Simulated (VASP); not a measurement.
# Cs in VASP: single point with PBEsol

Aim: the single point of Cs with PBEsol.

Program: VASP 6.6.1. These are calculated values, not measurements. Logs are shortened: lines on timing, memory, paths and dates and some standing lists are left out, and cuts for length are marked.

**1. The cell of the first run**

The cell holds a slab with vacuum, 5 atoms: a = 6.045 Å, b = 6.045 Å, c = 32.090 Å, α = 90.00°, β = 90.00°, γ = 90.00°.

**2. Single point, PBEsol**

INCAR reads:

```
  PREC = Accurate
  ENCUT = 520
  EDIFF = 1E-6
  ISMEAR = -1
  SIGMA = 0.08
  LREAL = F
  LASPH = T
  NELM = 80
  ALGO = Normal
  ISIF = 2
  LWAVE = F
  LCHARG = F
  LDIPOL = T
  IDIPOL = 3
  DIPOL = 0.5 0.5 0.500
  GGA = PS
  NBANDS = 30
```

KPOINTS reads:

```
Automatic mesh
0
Gamma
  6 6 1
```

POSCAR reads:

```
Cs
1.0
    6.0449950640      0.0000000000      0.0000000000
    0.0000000000      6.0449950640      0.0000000000
    0.0000000000      0.0000000000     32.0900000000
Cs
5
Direct
    0.0000000000      0.0000000000      0.3129518078
    0.5000000000      0.5000000000      0.4086816189
    0.0000000000      0.0000000000      0.4999991517
    0.5000000000      0.5000000000      0.5913182383
    0.0000000000      0.0000000000      0.6870491833
```

Potentials or basis: VASP PAW PBE potentials, release 64 (Cs_sv).

Launch:

```bash
$ cat potpaw_PBE.64/Cs_sv/POTCAR > POTCAR
$ mpirun -np 1 vasp_std > vasp.out
```

OUTCAR:

```text
PREC = Accurate
   ENCUT = 520
   EDIFF = 1E-6
   ISMEAR = -1
   LREAL = F
   LASPH = T
   NELM = 80
   ISIF = 2
   GGA = PS

 ion  position               nearest neighbor table
   1  0.000  0.000  0.313-
   2  0.500  0.500  0.409-
   3  0.000  0.000  0.500-
   4  0.500  0.500  0.591-
   5  0.000  0.000  0.687-

  LATTYP: Found a simple tetragonal cell.
 ALAT       =     6.0449950640
 C/A-ratio  =     5.3085237722

  Lattice vectors:

 A1 = (   6.0449950640,   0.0000000000,   0.0000000000)
 A2 = (   0.0000000000,   6.0449950640,   0.0000000000)
 A3 = (   0.0000000000,   0.0000000000,  32.0900000000)

Analysis of symmetry for initial positions (statically):
=====================================================================
 Subroutine PRICEL returns:
 Original cell was already a primitive cell.

 Routine SETGRP: Setting up the symmetry group for a
 simple tetragonal supercell.

 Subroutine GETGRP returns: Found 16 space group operations
 (whereof 16 operations were pure point group operations)
 out of a pool of 16 trial point group operations.

The static configuration has the point symmetry D_4h.

Analysis of symmetry for dynamics (positions and initial velocities):
=====================================================================
 Subroutine PRICEL returns:
 Original cell was already a primitive cell.

 Routine SETGRP: Setting up the symmetry group for a
 simple tetragonal supercell.

 Subroutine GETGRP returns: Found 16 space group operations
 (whereof 16 operations were pure point group operations)
 out of a pool of 16 trial point group operations.

The dynamic configuration has the point symmetry D_4h.

 Subroutine INISYM returns: Found 16 space group operations
 (whereof 16 operations are pure point group operations),
 and found     1 'primitive' translations

----------------------------------------------------------------------------------------

                                     Primitive cell

  volume of cell :    1172.6317

  direct lattice vectors                    reciprocal lattice vectors
     6.044995064  0.000000000  0.000000000     0.165426107  0.000000000  0.000000000
     0.000000000  6.044995064  0.000000000     0.000000000  0.165426107  0.000000000
     0.000000000  0.000000000 32.090000000     0.000000000  0.000000000  0.031162356

[... 77 lines left out ...]
   NSW    =      0    number of steps for IOM
   IBRION =     -1    ionic relax: 0-MD 1-quasi-New 2-CG
   NFREE  =      0    steps in history (QN), initial steepest desc. (CG)
   ISIF   =      2    stress and relaxation
   ISYM   =      2    0-nonsym 1-usesym 2-fastsym
   POTIM  = 0.5000    time-step for ionic-motion
   TEBEG  =    0.0;   TEEND  =   0.0 temperature during run
   PSTRESS=    0.0 pullay stress
   NELECT =      45.0000    total number of electrons
   NUPDOWN=      -1.0000    fix difference up-down
   EMIN   =  10.00;   EMAX   =-10.00  energy-range for DOS
   EFERMI =   0.00;   METHOD = LEGACY
   ISMEAR =    -1;   SIGMA  =   0.08  broadening in eV -4-tet -1-fermi 0-gaus
   EFERMI_NEDOS =   21; number of points for ismear=-14 and -15
   IALGO  =     38    algorithm
   IMIX   =      4    mixing-type and parameters
     AMIX     =   0.40;   BMIX     =  1.00
     AMIX_MAG =   1.60;   BMIX_MAG =  1.00
  volume/ion in A,a.u.               =     234.53      1582.66
  Fermi-wavevector in a.u.,A,eV,Ry     =   0.552194  1.043496  4.148666  0.304918
  Thomas-Fermi vector in A             =   1.584528
   LORBIT       =      0    0 simple, 1 ext, 2 COOP (PROOUT), +10 PAW based schemes
   GGA     = PS    functional components
   LHFCALC =     F    Hartree Fock is set to
   AEXX    =    0.0000 exact exchange contribution
   IVDW    =     0    specifies the selected vdW correction
   LEPSILON=     F    determine dielectric tensor
   LRPA    =     F    only Hartree local field effects (RPA)
 non-spin polarized calculation
  energy-cutoff  :      520.00
  volume of cell :     1172.63
 maximum number of plane-waves:     31639
 NGX is ok and might be reduce to    48
   NGX = 23   NGY = 23   NGZ =119

 number of electron      45.0000004 magnetization

 dipolmoment           0.000000      0.000000     -0.000001 electrons x Angstroem

 Free energy of the ion-electron system (eV)
  ---------------------------------------------------
  ext. energy  EPLUGINS =         0.00000000
  ---------------------------------------------------
  free energy    TOTEN  =        -4.39804913 eV

  energy without entropy =       -4.25930809  energy(sigma->0) =       -4.32867861

 E-fermi :  -0.7924     XC(G=0):  -3.0731

 val. band max:       -0.7974979520   @ k =   0.5000   0.3333   0.0000
 cond. band min:      -0.7774858759   @ k =   0.5000   0.1667   0.0000
 fundamental gap:      0.0200120761
 Fermi energy:        -0.7924362553

 k-point     1 :       0.0000    0.0000    0.0000
  band No.  band energies     occupation
      1     -24.9194      2.00000
      2     -24.9185      2.00000
      3     -24.5916      2.00000
      4     -24.5883      2.00000
      5     -24.5757      2.00000
      6     -11.7178      2.00000
[... 319 lines left out ...]
     29       0.1664      0.00001
     30       0.2945      0.00000

------------------------ aborting loop because EDIFF is reached ----------------------------------------

 vacuum level on the upper side and lower side of the slab       (xc-potential included)        -0.209        -0.209

  FORCE on cell =-STRESS in cart. coord.  units (eV):
  Direction    XX          YY          ZZ          XY          YZ          ZX
  --------------------------------------------------------------------------------------
  -------------------------------------------------------------------------------------
  Total       -0.4435741     -0.4435741     -0.0202328      0.0000000     -0.0000000      0.0000000
  in kB       -0.6060594     -0.6060594     -0.0276442      0.0000000     -0.0000000      0.0000000
  external PRESSURE =      -0.4132543 kB  Pullay stress =       0.0000000 kB

 VOLUME and BASIS-vectors are now :
 -----------------------------------------------------------------------------
  energy-cutoff  :      520.00
  volume of cell :     1172.63
      direct lattice vectors                 reciprocal lattice vectors
     6.044995064  0.000000000  0.000000000     0.165426107  0.000000000  0.000000000
     0.000000000  6.044995064  0.000000000     0.000000000  0.165426107  0.000000000
     0.000000000  0.000000000 32.090000000     0.000000000  0.000000000  0.031162356

 POSITION                                       TOTAL-FORCE (eV/Angst)
 -----------------------------------------------------------------------------------
      0.00000      0.00000     10.04262         0.000000      0.000000     -0.000109
      3.02250      3.02250     13.11459         0.000000     -0.000000     -0.001607
      0.00000      0.00000     16.04497         0.000000      0.000000      0.000000
      3.02250      3.02250     18.97540        -0.000000     -0.000000      0.001607
      0.00000      0.00000     22.04741         0.000000      0.000000      0.000109
 -----------------------------------------------------------------------------------
    total drift:                                0.000000      0.000000      0.000921

  FREE ENERGIE OF THE ION-ELECTRON SYSTEM (eV)
  ---------------------------------------------------
  free  energy   TOTEN  =        -4.3980491317 eV

  energy  without entropy=       -4.2593080919  energy(sigma->0) =       -4.32867861

 vacuum level on the upper side and lower side of the slab         1.025         1.025
```

stdout:

```text
POSCAR found type information on POSCAR Cs
 POSCAR found :  1 types and       5 ions
 scaLAPACK will be used
 -----------------------------------------------------------------------------
|                                                                             |
|                                                                             |
|     You enforced a specific xc type in the INCAR file but a different       |
|     I HOPE YOU KNOW WHAT YOU ARE DOING!                                     |
|                                                                             |
 -----------------------------------------------------------------------------

 LDA part: xc-table for (Slater+PW92), standard interpolation
 POSCAR, INCAR and KPOINTS ok, starting setup
 FFT: planning ... GRIDC
 FFT: planning ... GRID_SOFT
 FFT: planning ... GRID
 WAVECAR not read
 entering main loop
```

Run time: 6.3 min. Hardware: 1 thread of AMD EPYC 9R45 (Zen 5), shared host; peak memory 1 GiB.

Results:

```yaml
Free_energy: -4.3980 eV
Band_gap_on_the_k_mesh: zero (an odd number of electrons rules out a gap without spin polarisation)
```

Caveat: the PAW data sets were made with another functional, which shifts forces and pressure a little; spin-orbit coupling is left out, which moves the levels of the heavy elements.

The gap in the log of VASP goes by the Fermi energy; the results here count the filled bands.